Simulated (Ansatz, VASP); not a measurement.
## ZnGeO2: VASP beside Ansatz

```xyz
4
Lattice="2.9870 0.0000 0.0000 0.0000 2.9870 0.0000 0.0000 0.0000 7.6698" Properties=species:S:1:pos:R:3 pbc="T T T"
Zn    1.4935    1.4935    0.0000
Ge    1.4935    1.4935    3.8349
O     0.0000    0.0000    0.0000
O     0.0000    0.0000    3.8349
```

Alike in both runs: functional PBE; k mesh 16 × 16 × 6; occupations gaussian, width 0.1 eV; no spin polarisation.

Ansatz relaxed the structure, and its values are those at the end. VASP's run is a single point on that final structure, the one shown.

|  | VASP | Ansatz |
| --- | --- | --- |
| version | VASP 6.6.1 | Ansatz 0.2.0 |
| potentials or method | VASP PAW PBE potentials, release 64 (Zn, Ge_d, O), cutoff 520 eV | scalar-relativistic, plane waves, PAW |
| valence electrons in the cell | 38 | 38 |

```tsv
	VASP	Ansatz	Ansatz less VASP
gap on the k mesh at the Fermi level (eV)	none	none	-
pressure (GPa)	0.3	0.0	-0.29
```

A gap of «none» marks a metal or a gap that the smearing closes. The functional is the same, so the differences come from potentials, cutoffs and numerics.
